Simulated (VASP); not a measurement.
# LiF (Fm-3m) in VASP: further runs

LiF is run at these levels: PBEsol; tasks: single point, relaxation of cell and atoms.

Program: VASP 6.6.1. These are calculated values, not measurements. Logs are shortened: lines on timing, memory, paths and dates and some standing lists are left out, and cuts for length are marked.

### Step 1. The cell of the first run

It takes space group Fm-3m (No. 225, cubic). The conventional cell has a = 4.008 Å, b = 4.008 Å, c = 4.008 Å, α = 90.00°, β = 90.00°, γ = 90.00°. Li (site symmetry m-3m) has 6 F at 2.00 Å within 2.7 Å. Within 2.7 Å of F (site symmetry m-3m) lie 6 Li at 2.00 Å.

### Step 2. Single point, PBEsol

INCAR

```
SYSTEM = LiF
PREC = Accurate
ENCUT = 520
EDIFF = 1E-6
ISMEAR = 0
SIGMA = 0.02
LREAL = .FALSE.
LASPH = .TRUE.
NELM = 100
ALGO = Normal
ISIF = 2
LWAVE = .FALSE.
LCHARG = .TRUE.
GGA = PS
LELF = .TRUE.
LVHAR = .TRUE.
NBANDS = 12
```

KPOINTS

```
Automatic mesh
0
G
  10 10 10
  0 0 0
```

POSCAR

```
LiF
1.0
    0.0000000000      2.0039477622      2.0039477622
    2.0039477622      0.0000000000      2.0039477622
    2.0039477622      2.0039477622      0.0000000000
Li F
1 1
Direct
    0.0000000000      0.0000000000      0.0000000000
    0.5000000000      0.5000000000      0.5000000000
```

Potentials or basis: VASP PAW PBE potentials, release 64 (Li_sv, F).

Command:

```
cat potpaw_PBE.64/Li_sv/POTCAR potpaw_PBE.64/F/POTCAR > POTCAR
mpirun -np 1 vasp_std > vasp.out
```

OUTCAR:

```text
SYSTEM = LiF
   PREC = Accurate
   ENCUT = 520
   EDIFF = 1E-6
   ISMEAR = 0
   LREAL = .FALSE.
   LASPH = .TRUE.
   NELM = 100
   ISIF = 2
   GGA = PS

 ion  position               nearest neighbor table
   1  0.000  0.000  0.000-   2 2.00   2 2.00   2 2.00   2 2.00   2 2.00   2 2.00
   2  0.500  0.500  0.500-   1 2.00   1 2.00   1 2.00   1 2.00   1 2.00   1 2.00

  LATTYP: Found a face centered cubic cell.
 ALAT       =     4.0078955244

  Lattice vectors:

 A1 = (   0.0000000000,   2.0039477622,   2.0039477622)
 A2 = (   2.0039477622,   0.0000000000,   2.0039477622)
 A3 = (   2.0039477622,   2.0039477622,   0.0000000000)

Analysis of symmetry for initial positions (statically):
=====================================================================
 Subroutine PRICEL returns:
 Original cell was already a primitive cell.

 Routine SETGRP: Setting up the symmetry group for a
 face centered cubic supercell.

 Subroutine GETGRP returns: Found 48 space group operations
 (whereof 48 operations were pure point group operations)
 out of a pool of 48 trial point group operations.

The static configuration has the point symmetry O_h .

Analysis of symmetry for dynamics (positions and initial velocities):
=====================================================================
 Subroutine PRICEL returns:
 Original cell was already a primitive cell.

 Routine SETGRP: Setting up the symmetry group for a
 face centered cubic supercell.

 Subroutine GETGRP returns: Found 48 space group operations
 (whereof 48 operations were pure point group operations)
 out of a pool of 48 trial point group operations.

The dynamic configuration has the point symmetry O_h .

 Subroutine INISYM returns: Found 48 space group operations
 (whereof 48 operations are pure point group operations),
 and found     1 'primitive' translations

----------------------------------------------------------------------------------------

                                     Primitive cell

  volume of cell :      16.0949

  direct lattice vectors                    reciprocal lattice vectors
     0.000000000  2.003947762  2.003947762    -0.249507502  0.249507502  0.249507502
     2.003947762  0.000000000  2.003947762     0.249507502 -0.249507502  0.249507502
     2.003947762  2.003947762  0.000000000     0.249507502  0.249507502 -0.249507502

  length of vectors
     2.834010104  2.834010104  2.834010104     0.432159670  0.432159670  0.432159670

  position of ions in fractional coordinates (direct lattice)
     0.000000000  0.000000000  0.000000000
     0.500000000  0.500000000  0.500000000

  ion indices of the primitive-cell ions
[... 76 lines left out ...]
   LREAL  =      F    real-space projection
[... 7 lines left out ...]
   TEBEG  =    0.0;   TEEND  =   0.0 temperature during run
   PSTRESS=    0.0 pullay stress
   NELECT =      10.0000    total number of electrons
   NUPDOWN=      -1.0000    fix difference up-down
   EMIN   =  10.00;   EMAX   =-10.00  energy-range for DOS
   EFERMI =   0.00;   METHOD = LEGACY
   ISMEAR =     0;   SIGMA  =   0.02  broadening in eV -4-tet -1-fermi 0-gaus
   EFERMI_NEDOS =   21; number of points for ismear=-14 and -15
   IALGO  =     38    algorithm
   IMIX   =      4    mixing-type and parameters
     AMIX     =   0.40;   BMIX     =  1.00
     AMIX_MAG =   1.60;   BMIX_MAG =  1.00
  volume/ion in A,a.u.               =       8.05        54.31
  Fermi-wavevector in a.u.,A,eV,Ry     =   1.396942  2.639838 26.551055  1.951448
  Thomas-Fermi vector in A             =   2.520247
   LORBIT       =      0    0 simple, 1 ext, 2 COOP (PROOUT), +10 PAW based schemes
   GGA     = PS    functional components
   LHFCALC =     F    Hartree Fock is set to
   AEXX    =    0.0000 exact exchange contribution
   IVDW    =     0    specifies the selected vdW correction
   LEPSILON=     F    determine dielectric tensor
   LRPA    =     F    only Hartree local field effects (RPA)
 non-spin polarized calculation
 Gauss-broadening in eV      SIGMA  =   0.02
  energy-cutoff  :      520.00
  volume of cell :       16.09
 maximum number of plane-waves:       444
 NGX is ok and might be reduce to    24
   NGX = 11   NGY = 11   NGZ = 11

 number of electron      10.0000000 magnetization

 number of electron       9.9999994 magnetization

 Free energy of the ion-electron system (eV)
  ---------------------------------------------------
  ext. energy  EPLUGINS =         0.00000000
  ---------------------------------------------------
  free energy    TOTEN  =        -9.85226480 eV

  energy without entropy =       -9.85226480  energy(sigma->0) =       -9.85226480

 E-fermi :  -0.8781     XC(G=0): -10.2779

 val. band max:       -1.0170785253   @ k =   0.0000   0.0000   0.0000
 cond. band min:       8.0385155039   @ k =   0.0000   0.0000   0.0000
 fundamental gap:      9.0555940291
 Fermi energy:        -0.8780673153

 k-point     1 :       0.0000    0.0000    0.0000
  band No.  band energies     occupation
      1     -41.1931      2.00000
      2     -20.9218      2.00000
      3      -1.0171      2.00000
      4      -1.0171      2.00000
      5      -1.0171      2.00000
      6       8.0385      0.00000
      7      23.0044      0.00000
      8      23.0044      0.00000
      9      23.0045      0.00000
     10      23.2385      0.00000
     11      23.2385      0.00000
     12      23.2385      0.00000
[... 331 lines left out ...]
 k-point    24 :       0.4000    0.3000    0.0000
  band No.  band energies     occupation
      1     -41.1235      2.00000
      2     -20.3696      2.00000
      3      -3.4258      2.00000
      4      -1.9236      2.00000
      5      -1.8067      2.00000
      6      12.0351      0.00000
      7      15.6100      0.00000
      8      17.5475      0.00000
      9      19.1509      0.00000
     10      20.1969      0.00000
     11      33.1440      0.00000
     12      34.0113      0.00000

 [... further k-points ...]
[... 5 lines left out ...]
  --------------------------------------------------------------------------------------
  -------------------------------------------------------------------------------------
  Total       -0.0225109     -0.0225109     -0.0225109      0.0000000     -0.0000000      0.0000000
  in kB       -2.2408598     -2.2408598     -2.2408598      0.0000000     -0.0000000      0.0000000
  external PRESSURE =      -2.2408598 kB  Pullay stress =       0.0000000 kB

 VOLUME and BASIS-vectors are now :
 -----------------------------------------------------------------------------
  energy-cutoff  :      520.00
  volume of cell :       16.09
      direct lattice vectors                 reciprocal lattice vectors
     0.000000000  2.003947762  2.003947762    -0.249507502  0.249507502  0.249507502
     2.003947762  0.000000000  2.003947762     0.249507502 -0.249507502  0.249507502
     2.003947762  2.003947762  0.000000000     0.249507502  0.249507502 -0.249507502

 POSITION                                       TOTAL-FORCE (eV/Angst)
 -----------------------------------------------------------------------------------
      0.00000      0.00000      0.00000         0.000000      0.000000     -0.000000
      2.00395      2.00395      2.00395        -0.000000     -0.000000      0.000000
 -----------------------------------------------------------------------------------
    total drift:                               -0.000000     -0.000000      0.000000

  FREE ENERGIE OF THE ION-ELECTRON SYSTEM (eV)
  ---------------------------------------------------
  free  energy   TOTEN  =        -9.8522648048 eV

  energy  without entropy=       -9.8522648048  energy(sigma->0) =       -9.85226480
```

OSZICAR:

```text
N       E                     dE             d eps       ncg     rms          rms(c)
DAV:   1     0.333259461556E+02    0.33326E+02   -0.53593E+03  1168   0.844E+02
DAV:   2    -0.914147018860E+01   -0.42467E+02   -0.41628E+02  1352   0.193E+02
DAV:   3    -0.102667899549E+02   -0.11253E+01   -0.11224E+01  1480   0.268E+01
DAV:   4    -0.102779323475E+02   -0.11142E-01   -0.11142E-01  1296   0.293E+00
DAV:   5    -0.102780430606E+02   -0.11071E-03   -0.11071E-03  1456   0.207E-01    0.406E+00
DAV:   6    -0.985172362331E+01    0.42632E+00   -0.19860E+00  1252   0.872E+00    0.138E+00
DAV:   7    -0.984987693994E+01    0.18467E-02   -0.15223E-02  1540   0.111E+00    0.836E-01
DAV:   8    -0.985219128264E+01   -0.23143E-02   -0.11609E-02  1416   0.119E+00    0.104E-01
DAV:   9    -0.985221605917E+01   -0.24777E-04   -0.98519E-04  1312   0.278E-01    0.420E-02
DAV:  10    -0.985226441323E+01   -0.48354E-04   -0.96660E-05  1296   0.742E-02    0.927E-03
DAV:  11    -0.985226480482E+01   -0.39160E-06   -0.40987E-06  1444   0.202E-02
   1 F= -.98522648E+01 E0= -.98522648E+01  d E =-.456872E-25
```

It took 17 s on 1 thread of AMD EPYC 7R13, shared host; peak memory 0.1 GiB.

Results:

- Free energy: -9.8523 eV
- Band gap on the k mesh: 9.06 eV, direct

Caveat: the cutoff is under 1.25 times the usual one of these potentials, so pressure, stress and relaxed cells hold a basis-set (Pulay) error; the PAW data sets were made with another functional, which shifts forces and pressure a little.

### Step 3. Relaxation of cell and atoms, PBEsol

This run uses another cell than the first one, of 8.17 Å³/atom, 1.015 times its volume.

INCAR

```
ALGO = Normal
EDIFF = 1E-7
EDIFFG = -0.005
ENCUT = 600
GGA = PS
IBRION = 2
ISIF = 3
ISMEAR = 0
LASPH = True
LCHARG = False
LREAL = False
LWAVE = False
NELM = 60
NSW = 100
PREC = Accurate
SIGMA = 0.02
```

KPOINTS

```
k-points
0
Gamma
  10 10 10
```

POSCAR

```
LiF
1.0
    0.0000000000      2.0140000000      2.0140000000
    2.0140000000      0.0000000000      2.0140000000
    2.0140000000      2.0140000000      0.0000000000
Li F
1 1
Direct
    0.0000000000      0.0000000000      0.0000000000
    0.5000000000      0.5000000000      0.5000000000
```

Potentials or basis: VASP PAW PBE potentials, release 64 (Li_sv, F).

Command:

```
cat potpaw_PBE.64/Li_sv/POTCAR potpaw_PBE.64/F/POTCAR > POTCAR
mpirun -np 1 vasp_std > vasp.out
```

Wall time 26 s (1 thread of AMD EPYC 7R13, shared host); peak memory 0.11 GiB.

It converged, with:

- Free energy: -9.8568 eV
- Relaxed volume: 7.98 Å³/atom
- Relaxed cell: a = 2.826 Å, b = 2.826 Å, c = 2.826 Å, α = 60.00°, β = 60.00°, γ = 60.00°
- Space group after relaxing (to 0.05 Å): Fm-3m (No. 225)
- Energy gained by relaxing: 0.9 meV/atom
- Ionic steps: 3
- Pressure after relaxing: 0.1 GPa
- Band gap on the k mesh: 9.13 eV, direct

The path:
| step | energy change (eV) | largest force (eV/Å) | pressure (GPa) | volume (Å³) |
| --- | --- | --- | --- | --- |
| 1 | 0.0000 | 0.0000 | -1.61 | 16.34 |
| 2 | -0.0014 | 0.0000 | -0.77 | 16.15 |
| 3 | -0.0018 | 0.0000 | 0.07 | 15.96 |

Final structure:
```
Li F
1.0
     0.00000    1.99820    1.99820
     1.99820    0.00000    1.99820
     1.99820    1.99820    0.00000
Li F
1 1
Direct
  0.00000 0.00000 0.00000
  0.50000 0.50000 0.50000
```

Levels at points of the mesh, in eV from the valence-band top:
| k point | band 2 | band 3 | band 4 | band 5 | band 6 | band 7 | band 8 | band 9 |
| --- | --- | --- | --- | --- | --- | --- | --- | --- |
| (0.00, 0.00, 0.00) | -19.93 | 0.00 | 0.00 | 0.00 | 9.13 | 24.13 | 24.13 | 24.13 |
| (0.50, 0.00, 0.00) | -19.47 | -2.63 | -0.24 | -0.24 | 10.70 | 16.83 | 18.93 | 18.93 |
| (0.50, 0.50, 0.00) | -19.18 | -3.17 | -1.05 | -1.05 | 14.85 | 16.30 | 17.62 | 20.36 |

Caveat: the cutoff is under 1.25 times the usual one of these potentials, so pressure, stress and relaxed cells hold a basis-set (Pulay) error; the PAW data sets were made with another functional, which shifts forces and pressure a little. A k mesh can miss the band edges.

### Step 4. Single point, PBEsol

This run uses another cell than the first one, of 8.17 Å³/atom, 1.015 times its volume.

INCAR

```
SYSTEM = LiF
  ALGO = Normal
  EDIFF = 1E-6
  ENCUT = 750
  GGA = PS
  GGA_COMPAT = .FALSE.
  ISIF = 2
  ISMEAR = 0
  LASPH = .TRUE.
  LCHARG = .FALSE.
  LREAL = .FALSE.
  LWAVE = .FALSE.
  NBANDS = 12
  NELM = 120
  PREC = Accurate
  SIGMA = 0.1
```

KPOINTS

```
k-points
0
G
  8 8 8
  0 0 0
```

POSCAR is that of step 3.

Command:

```
cat potpaw_PBE.64/Li_sv/POTCAR potpaw_PBE.64/F/POTCAR > POTCAR
mpirun -np 1 vasp_std > vasp.out
```

Run time: 19 s. Hardware: 1 thread of Intel Xeon 8259CL, shared host; peak memory 0.15 GiB.

Results (log left out):

- Free energy: -9.8570 eV
- Pressure: -1.5 GPa
- Band gap on the k mesh: 8.91 eV, direct

Levels at points of the mesh, in eV from the valence-band top:
```tsv
k point	band 1	band 2	band 3	band 4	band 5	band 6	band 7	band 8	band 9	band 10
(0.00, 0.00, 0.00)	-40.19	-19.86	0.00	0.00	0.00	8.91	23.84	23.84	23.84	24.12
(0.50, 0.00, 0.00)	-40.13	-19.42	-2.56	-0.23	-0.23	10.58	16.54	18.75	18.75	30.17
(0.50, 0.50, 0.00)	-40.11	-19.15	-3.06	-1.01	-1.01	14.63	16.20	17.32	20.09	20.09
```

Caveat: the PAW data sets were made with another functional, which shifts forces and pressure a little. A k mesh can miss the band edges.

### Step 5. Summary

| task | cell | k mesh | cutoff (eV) | smearing | gap on the mesh (eV) | pressure (GPa) |
| --- | --- | --- | --- | --- | --- | --- |
| single point | a = 2.834 Å, angles 60.0°, 2 atoms | 10 × 10 × 10 | 520 | gaussian 0.02 eV | 9.06 | - |
| relaxation of cell and atoms | relaxed from a = 2.848 Å, angles 60.0°, 2 atoms | 10 × 10 × 10 | 600 | gaussian 0.02 eV | 9.13 | 0.1 |
| single point | a = 2.848 Å, angles 60.0°, 2 atoms | 8 × 8 × 8 | 750 | gaussian 0.1 eV | 8.91 | -1.5 |

Alike in all rows: level PBEsol; potentials or basis VASP PAW PBE potentials, release 64 (Li_sv, F); no spin polarisation.

Caveats: the PAW data sets were made with another functional, which shifts forces and pressure a little; the cutoff is under 1.25 times the usual one of these potentials, so pressure, stress and relaxed cells hold a basis-set (Pulay) error (some runs).

Absolute energies hang on the potentials; compare differences alone.
